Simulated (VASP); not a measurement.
# GaP (an interface model) in VASP: single point with PBEsol

Aim: the single point of GaP (an interface model) with PBEsol.

Program: VASP 6.6.1. These are calculated values, not measurements. Logs are shortened: lines on timing, memory, paths and dates and some standing lists are left out, and cuts for length are marked.

### Step 1. The cell of the first run

The cell holds layers of an interface, 12 atoms: a = 3.846 Å, b = 3.846 Å, c = 18.839 Å, α = 90.00°, β = 90.00°, γ = 120.00°.

### Step 2. Single point, PBEsol

The input, INCAR:

```
  PREC = Accurate
  ENCUT = 520
  EDIFF = 1E-7
  ISMEAR = 0
  SIGMA = 0.05
  LREAL = F
  LASPH = T
  NELM = 100
  ALGO = Normal
  ISIF = 2
  LWAVE = F
  LCHARG = F
  GGA = PS
  NBANDS = 66
```

The input, KPOINTS:

```
regular mesh
0
Gamma
  12 12 2
```

The input, POSCAR:

```
GaP
1.0
    3.8455650058      0.0000000000      0.0000000000
   -1.9227825029      3.3303569869      0.0000000000
    0.0000000000      0.0000000000     18.8393440737
Ga P
6 6
Direct
    0.0000000000      0.0000000000      0.0000000000
    0.3333333333      0.6666666667      0.1666666667
    0.6666666667      0.3333333333      0.3333333333
    0.6666666667      0.3333333333      0.7083333333
    0.3333333333      0.6666666667      0.5416666667
    0.0000000000      0.0000000000      0.8750000000
    0.6666666667      0.3333333333      0.2083333333
    0.3333333333      0.6666666667      0.0416666667
    0.0000000000      0.0000000000      0.3750000000
    1.0000000000      0.0000000000      0.5000000000
    0.3333333333      0.6666666667      0.6666666667
    0.6666666667      0.3333333333      0.8333333333
```

Potentials or basis: VASP PAW PBE potentials, release 64 (Ga_d, P).

Launch:

```sh
$ cat potpaw_PBE.64/Ga_d/POTCAR potpaw_PBE.64/P/POTCAR > POTCAR
$ mpirun -np 1 vasp_std > vasp.out
```

OUTCAR:

```text
PREC = Accurate
   ENCUT = 520
   EDIFF = 1E-7
   ISMEAR = 0
   LREAL = F
   LASPH = T
   NELM = 100
   ISIF = 2
   GGA = PS

 ion  position               nearest neighbor table
   1  0.000  0.000  0.000-   6 2.35   8 2.35   8 2.35   8 2.35
   2  0.333  0.667  0.167-   7 2.35   7 2.35   8 2.35   7 2.35
   3  0.667  0.333  0.333-   7 2.35   9 2.35   9 2.35   9 2.35
   4  0.667  0.333  0.708-  11 2.35  11 2.35  12 2.35  11 2.35
   5  0.333  0.667  0.542-  11 2.35  10 2.35  10 2.35  10 2.35
   6  0.000  0.000  0.875-   1 2.35  12 2.35  12 2.35  12 2.35
   7  0.667  0.333  0.208-   2 2.35   2 2.35   3 2.35   2 2.35
   8  0.333  0.667  0.042-   2 2.35   1 2.35   1 2.35   1 2.35
   9  0.000  0.000  0.375-  10 2.35   3 2.35   3 2.35   3 2.35
  10  0.000  0.000  0.500-   9 2.35   5 2.35   5 2.35   5 2.35
  11  0.333  0.667  0.667-   4 2.35   4 2.35   5 2.35   4 2.35
  12  0.667  0.333  0.833-   4 2.35   6 2.35   6 2.35   6 2.35

  LATTYP: Found a hexagonal cell.
 ALAT       =     3.8455650058
 C/A-ratio  =     4.8989794855

  Lattice vectors:

 A1 = (   3.8455650058,   0.0000000000,   0.0000000000)
 A2 = (  -1.9227825029,   3.3303569869,   0.0000000000)
 A3 = (   0.0000000000,   0.0000000000,  18.8393440737)

Analysis of symmetry for initial positions (statically):
=====================================================================
 Subroutine PRICEL returns:
 Original cell was already a primitive cell.

 Routine SETGRP: Setting up the symmetry group for a
 hexagonal supercell.

 Subroutine GETGRP returns: Found 12 space group operations
 (whereof  6 operations were pure point group operations)
 out of a pool of 24 trial point group operations.

The static configuration has the point symmetry C_3v.
 The point group associated with its full space group is D_3d.

Analysis of symmetry for dynamics (positions and initial velocities):
=====================================================================
 Subroutine PRICEL returns:
 Original cell was already a primitive cell.

 Routine SETGRP: Setting up the symmetry group for a
 hexagonal supercell.

 Subroutine GETGRP returns: Found 12 space group operations
 (whereof  6 operations were pure point group operations)
 out of a pool of 24 trial point group operations.

The dynamic configuration has the point symmetry C_3v.
 The point group associated with its full space group is D_3d.

 Subroutine INISYM returns: Found 12 space group operations
 (whereof  6 operations are pure point group operations),
 and found     1 'primitive' translations

----------------------------------------------------------------------------------------

                                     Primitive cell

  volume of cell :     241.2774

  direct lattice vectors                    reciprocal lattice vectors
     3.845565006  0.000000000  0.000000000     0.260039812  0.150134055  0.000000000
    -1.922782503  3.330356987  0.000000000     0.000000000  0.300268111  0.000000000
     0.000000000  0.000000000 18.839344074     0.000000000  0.000000000  0.053080404

  length of vectors
     3.845565006  3.845565006 18.839344074     0.300268111  0.300268111  0.053080404

  position of ions in fractional coordinates (direct lattice)
     0.000000000  0.000000000  0.000000000
     0.333333333  0.666666667  0.166666667
     0.666666667  0.333333333  0.333333333
     0.666666667  0.333333333  0.708333333
     0.333333333  0.666666667  0.541666667
     0.000000000  0.000000000  0.875000000
     0.666666667  0.333333333  0.208333333
     0.333333333  0.666666667  0.041666667
     0.000000000  0.000000000  0.375000000
     0.000000000  0.000000000  0.500000000
     0.333333333  0.666666667  0.666666667
     0.666666667  0.333333333  0.833333333

  ion indices of the primitive-cell ions
   primitive index   ion index
                 1           1
                 2           2
                 3           3
                 4           4
                 5           5
                 6           6
                 7           7
                 8           8
                 9           9
                10          10
                11          11
                12          12

----------------------------------------------------------------------------------------

 KPOINTS: regular mesh

Automatic generation of k-mesh.
 Grid dimensions read from file:
 generate k-points for:   12   12    2

 Generating k-lattice:

  Cartesian coordinates                     Fractional coordinates (reciprocal lattice)
     0.021669984  0.012511171  0.000000000     0.083333333  0.000000000  0.000000000
     0.000000000  0.025022343  0.000000000     0.000000000  0.083333333  0.000000000
     0.000000000  0.000000000  0.026540202     0.000000000  0.000000000  0.500000000

  Length of vectors
     0.025022343  0.025022343  0.026540202

  Shift w.r.t. Gamma in fractional coordinates (k-lattice)
     0.000000000  0.000000000  0.000000000

 Subroutine IBZKPT returns following result:
 ===========================================

 Found     38 irreducible k-points:

 Following reciprocal coordinates:
            Coordinates               Weight
  0.000000  0.000000  0.000000      1.000000
  0.083333 -0.000000  0.000000      6.000000
  0.166667 -0.000000  0.000000      6.000000
  0.250000 -0.000000  0.000000      6.000000
  0.333333 -0.000000  0.000000      6.000000
  0.416667 -0.000000  0.000000      6.000000
[... 16 lines left out ...]
  0.250000 -0.000000  0.500000      6.000000
  0.333333 -0.000000  0.500000      6.000000
 [... further k-points ...]
   k-points           NKPTS =     38   k-points in BZ     NKDIM =     38   number of bands    NBANDS=     66
   number of dos      NEDOS =    301   number of ions     NIONS =     12
   total plane-waves  NPLWV = 126000
   dimension x,y,z NGX =    30 NGY =   30 NGZ =  140
   dimension x,y,z NGXF=    60 NGYF=   60 NGZF=  280
   ions per type =               6   6
   NGX,Y,Z   is equivalent  to a cutoff of  12.97, 12.97, 12.35 a.u.
   NGXF,Y,Z  is equivalent  to a cutoff of  25.94, 25.94, 24.71 a.u.
 SYSTEM =  unknown system
   PREC   = accura    normal or accurate (medium, high low for compatibility)
   ISTART =      0    job   : 0-new  1-cont  2-samecut
   ICHARG =      2    charge: 1-file 2-atom 10-const
   ISPIN  =      1    spin polarized calculation?
   LNONCOLLINEAR =      F non collinear calculations
   LSORBIT =      F    spin-orbit coupling
   LASPH  =      T    aspherical Exc in radial PAW
   ENCUT  =  520.0 eV  38.22 Ry    6.18 a.u.   7.15  7.15 35.03*2*pi/ulx,y,z
   NELM   =    100;   NELMIN=  2; NELMDL= -5     # of ELM steps
   EDIFF  = 0.1E-06   stopping-criterion for ELM
   LREAL  =      F    real-space projection
   EDIFFG = 0.1E-05   stopping-criterion for IOM
   NSW    =      0    number of steps for IOM
   IBRION =     -1    ionic relax: 0-MD 1-quasi-New 2-CG
   NFREE  =      0    steps in history (QN), initial steepest desc. (CG)
   ISIF   =      2    stress and relaxation
   ISYM   =      2    0-nonsym 1-usesym 2-fastsym
   POTIM  = 0.5000    time-step for ionic-motion
   TEBEG  =    0.0;   TEEND  =   0.0 temperature during run
   PSTRESS=    0.0 pullay stress
   NELECT =     108.0000    total number of electrons
   NUPDOWN=      -1.0000    fix difference up-down
   EMIN   =  10.00;   EMAX   =-10.00  energy-range for DOS
   EFERMI =   0.00;   METHOD = LEGACY
   ISMEAR =     0;   SIGMA  =   0.05  broadening in eV -4-tet -1-fermi 0-gaus
   EFERMI_NEDOS =   21; number of points for ismear=-14 and -15
   IALGO  =     38    algorithm
   IMIX   =      4    mixing-type and parameters
     AMIX     =   0.40;   BMIX     =  1.00
     AMIX_MAG =   1.60;   BMIX_MAG =  1.00
  volume/ion in A,a.u.               =      20.11       135.69
  Fermi-wavevector in a.u.,A,eV,Ry     =   1.252306  2.366515 21.337618  1.568271
  Thomas-Fermi vector in A             =   2.386213
   LORBIT       =      0    0 simple, 1 ext, 2 COOP (PROOUT), +10 PAW based schemes
   GGA     = PS    functional components
   LHFCALC =     F    Hartree Fock is set to
   AEXX    =    0.0000 exact exchange contribution
   IVDW    =     0    specifies the selected vdW correction
   LEPSILON=     F    determine dielectric tensor
   LRPA    =     F    only Hartree local field effects (RPA)
 non-spin polarized calculation
 Gauss-broadening in eV      SIGMA  =   0.05
  energy-cutoff  :      520.00
  volume of cell :      241.28
 maximum number of plane-waves:      6552
 NGX is ok and might be reduce to    30
   NGX = 15   NGY = 15   NGZ = 71

 number of electron     107.9999977 magnetization

 Free energy of the ion-electron system (eV)
  ---------------------------------------------------
  ext. energy  EPLUGINS =         0.00000000
  ---------------------------------------------------
  free energy    TOTEN  =       -58.39729321 eV

  energy without entropy =      -58.39599272  energy(sigma->0) =      -58.39664296

 E-fermi :   5.4426     XC(G=0): -10.0600

 val. band max:        5.4188861440   @ k =   0.0833  -0.0000   0.0000
 cond. band min:       5.4763057953   @ k =   0.0000   0.0000   0.0000
 fundamental gap:      0.0574196513
 Fermi energy:         5.4426036255

 k-point     1 :       0.0000    0.0000    0.0000
  band No.  band energies     occupation
      1     -10.5703      2.00000
      2     -10.5653      2.00000
      3     -10.5375      2.00000
      4     -10.5375      2.00000
      5     -10.5344      2.00000
      6     -10.5344      2.00000
[... 58 lines left out ...]
     65       8.3458      0.00000
     66       9.0622      0.00000

 k-point     2 :       0.0833   -0.0000    0.0000
  band No.  band energies     occupation
      1     -10.5773      2.00000
      2     -10.5682      2.00000
      3     -10.5347      2.00000
      4     -10.5345      2.00000
      5     -10.5322      2.00000
      6     -10.5314      2.00000
[... 1507 lines left out ...]
     65       9.4836      0.00000
     66       9.6808      0.00000

 k-point    24 :       0.3333   -0.0000    0.5000
  band No.  band energies     occupation
      1     -10.6384      2.00000
      2     -10.5997      2.00000
      3     -10.5124      2.00000
      4     -10.5091      2.00000
      5     -10.5053      2.00000
      6     -10.5024      2.00000
[... 58 lines left out ...]
     65       9.1885      0.00000
     66       9.7943      0.00000

 [... further k-points ...]
[... 5 lines left out ...]
  --------------------------------------------------------------------------------------
  -------------------------------------------------------------------------------------
  Total        2.0214281      2.0214281     -1.7847586      0.0000000      0.0000000     -0.0000000
  in kB       13.4230791     13.4230791    -11.8515003      0.0000000      0.0000000     -0.0000000
  external PRESSURE =       4.9982193 kB  Pullay stress =       0.0000000 kB

 VOLUME and BASIS-vectors are now :
 -----------------------------------------------------------------------------
  energy-cutoff  :      520.00
  volume of cell :      241.28
      direct lattice vectors                 reciprocal lattice vectors
     3.845565006  0.000000000  0.000000000     0.260039812  0.150134055  0.000000000
    -1.922782503  3.330356987  0.000000000     0.000000000  0.300268111  0.000000000
     0.000000000  0.000000000 18.839344074     0.000000000  0.000000000  0.053080404

 POSITION                                       TOTAL-FORCE (eV/Angst)
 -----------------------------------------------------------------------------------
      0.00000      0.00000      0.00000        -0.000000      0.000000      0.437443
     -0.00000      2.22024      3.13989         0.000000     -0.000000     -0.491970
      1.92278      1.11012      6.27978         0.000000      0.000000     -0.337633
      1.92278      1.11012     13.34454        -0.000000      0.000000      0.491970
     -0.00000      2.22024     10.20464         0.000000     -0.000000      0.337633
      0.00000      0.00000     16.48443         0.000000     -0.000000     -0.437443
      1.92278      1.11012      3.92486        -0.000000     -0.000000      0.494274
     -0.00000      2.22024      0.78497        -0.000000      0.000000      0.649089
      0.00000      0.00000      7.06475        -0.000000      0.000000      1.094520
      0.00000      0.00000      9.41967         0.000000     -0.000000     -1.094520
     -0.00000      2.22024     12.55956         0.000000      0.000000     -0.494274
      1.92278      1.11012     15.69945         0.000000     -0.000000     -0.649089
 -----------------------------------------------------------------------------------
    total drift:                                0.000000     -0.000000      0.000000

  FREE ENERGIE OF THE ION-ELECTRON SYSTEM (eV)
  ---------------------------------------------------
  free  energy   TOTEN  =       -58.3972932068 eV

  energy  without entropy=      -58.3959927165  energy(sigma->0) =      -58.39664296
```

Run time: 31 min. Hardware: 1 thread of AMD EPYC 7R13, shared host; peak memory 0.57 GiB.

Results:

```yaml
Free_energy: -58.3973 eV
Pressure: 0.5 GPa
Largest_force: 1.095 eV/Å
Band_gap_on_the_k_mesh: zero (band 54 reaches 5.42 eV, above the bottom of band 55 at 5.24 eV)
```

Forces in eV/Å, atoms in the order of the input:
```
Ga   0.000  0.000  0.437
Ga   0.000  0.000 -0.492
Ga   0.000  0.000 -0.338
Ga   0.000  0.000  0.492
Ga   0.000  0.000  0.338
Ga   0.000  0.000 -0.437
P    0.000  0.000  0.494
P    0.000  0.000  0.649
P    0.000  0.000  1.095
P    0.000  0.000 -1.095
P    0.000  0.000 -0.494
P    0.000  0.000 -0.649
```

Stress tensor (GPa, compression positive):
```
 1.34  0.00  0.00
 0.00  1.34  0.00
 0.00  0.00 -1.19
```

Caveat: the PAW data sets were made with another functional, which shifts forces and pressure a little.
